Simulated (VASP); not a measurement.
Write the native input for VASP 6.6.1 that does the following.

- Task: single point
- Functional: PBE
- Potentials or basis: VASP PAW PBE potentials, release 64 (Al, N)
- Cutoff: 520 eV
- k mesh: 8 × 6 × 4
- Occupations: gaussian, width 0.05 eV
- Spin: no spin polarisation
- Dipole correction: no
- Further INCAR settings: ALGO = Normal; EDIFF = 1e-06; NBANDS = 26

The structure of AlN lies in POSCAR:

```
AlN
1.0
   -3.3134793387      0.0000000000      0.0000000000
    0.0000000000      0.0000000000     -4.1875902400
    0.0000000000     -5.7391145645      0.0000000000
Al N
4 4
Direct
    0.5222123009      0.2346278035      0.1666666667
   -0.0222123009      0.2346278035      0.6666666667
    0.0222123009      0.7346278035      0.3333333333
    0.4777876991      0.7346278035      0.8333333333
    0.5214016404      0.7796113022      0.1666666667
   -0.0214016404      0.7796113022      0.6666666667
    0.0214016404      0.2796113022      0.3333333333
    0.4785983596      0.2796113022      0.8333333333
```

This cell differs from its parent crystal: mode 4 frozen in at -0.074 Å and mode 5 at -0.124 Å (largest displacements).

One way to write it, as run:

INCAR

```
PREC = Accurate
ENCUT = 520
EDIFF = 1E-6
ISMEAR = 0
SIGMA = 0.05
LREAL = F
LASPH = T
NELM = 80
ALGO = Normal
ISIF = 2
LWAVE = F
LCHARG = F
GGA = PE
NBANDS = 26
```

KPOINTS

```
Automatic mesh
0
Gamma
  8 6 4
```

Potentials or basis: VASP PAW PBE potentials, release 64 (Al, N).

Run with:

```bash
$ cat potpaw_PBE.64/Al/POTCAR potpaw_PBE.64/N/POTCAR > POTCAR
$ mpirun -np 1 vasp_std > vasp.out
```

Results of the run:

```yaml
Pressure: 2.7 GPa
Largest_force: 0.643 eV/Å
Band_gap_on_the_k_mesh: 3.40 eV
```

Caveat: the cell differs from its parent crystal (mode 4 frozen in at -0.074 Å and mode 5 at -0.124 Å (largest displacements)).

Run time: 3.1 min on 1 thread of Intel Xeon 8259CL, with other jobs on the host, peak memory 0.25 GiB.
